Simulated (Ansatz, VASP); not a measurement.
## Ir: VASP beside Ansatz

Contents of POSCAR:

```
Ir
1.0
    2.7513778946      0.0000000000      0.0000000000
   -1.3756889473      2.3827631521      0.0000000000
    0.0000000000      0.0000000000      4.4622900000
Ir
2
Direct
    0.6666666700      0.3333333300      0.7500000000
    0.3333333300      0.6666666700      0.2500000000
```

File INCAR.step1:

```
ALGO     = Normal         # electronic algorithm
EDIFF    = 1E-5           # SCF threshold, eV
ENCUT    = 620            # plane-wave cutoff, eV
GGA      = PE             # functional
GGA_COMPAT= F            
ISMEAR   = 0              # smearing method
LASPH    = T              # aspherical terms in the spheres
LCHARG   = F              # write CHGCAR
LREAL    = F              # projectors in reciprocal space
LWAVE    = T              # write WAVECAR
NBANDS   = 24             # bands
NELM     = 120            # most SCF steps
PREC     = Accurate       # precision mode
SIGMA    = 0.1            # smearing width, eV
```

Contents of INCAR.step2:

```
ALGO     = Normal         # electronic algorithm
EDIFF    = 1E-6           # SCF threshold, eV
ENCUT    = 620            # plane-wave cutoff, eV
GGA_COMPAT= F            
ISIF     = 2              # what is computed and relaxed
ISMEAR   = 0              # smearing method
ISTART   = 1            
LASPH    = T              # aspherical terms in the spheres
LCHARG   = F              # write CHGCAR
LMIXTAU  = T            
LREAL    = F              # projectors in reciprocal space
LWAVE    = F              # write WAVECAR
METAGGA  = R2SCAN         # meta-GGA
NBANDS   = 24             # bands
NELM     = 120            # most SCF steps
PREC     = Accurate       # precision mode
SIGMA    = 0.1            # smearing width, eV
```

Contents of KPOINTS:

```
k-points
0
Gamma
  9 9 4
```

Input for Ansatz:

```yaml
crystal:
  lattice:
    - [2.7513778946, 0.0, 0.0]
    - [-1.3756889473, 2.3827631521, 0.0]
    - [0.0, 0.0, 4.46229]
  atoms:
    - { symbol: Ir, position: [0.66666667, 0.33333333, 0.75] }
    - { symbol: Ir, position: [0.33333333, 0.66666667, 0.25] }
basis:
  ecutwfc: 500
kpoints:
  mp_grid: { grid: [9, 9, 4] }
hamiltonian:
  xc: r2scan
scf:
  occupations: { method: gaussian, width: 0.1 }
  lower_state_search: "off"
output:
  forces: true
  stress: true
  eigenvalues: true
```

Alike in both runs: task single point; functional r2SCAN; k mesh 9 × 9 × 4; occupations gaussian, width 0.1 eV; no spin polarisation.

|  | VASP | Ansatz |
| --- | --- | --- |
| version | VASP 6.6.1 | Ansatz 0.2.0 |
| potentials or method | VASP PAW PBE potentials, release 64 (Ir_sv_GW), cutoff 620 eV | scalar-relativistic, plane waves, PAW |
| valence electrons in the cell | 34 | 34 |

|  | VASP | Ansatz | Ansatz less VASP |
| --- | --- | --- | --- |
| gap on the k mesh at the Fermi level (eV) | none | none | - |
| pressure (GPa) | -10.3 | -9.4 | +0.91 |
| traceless stress, the component that is largest in VASP (GPa) | -0.21 | -0.20 | +0.005 |

VASP's potentials were made for PBE, not for r2SCAN. A gap of «none» marks a metal or a gap that the smearing closes.

Spin-orbit coupling is off throughout.
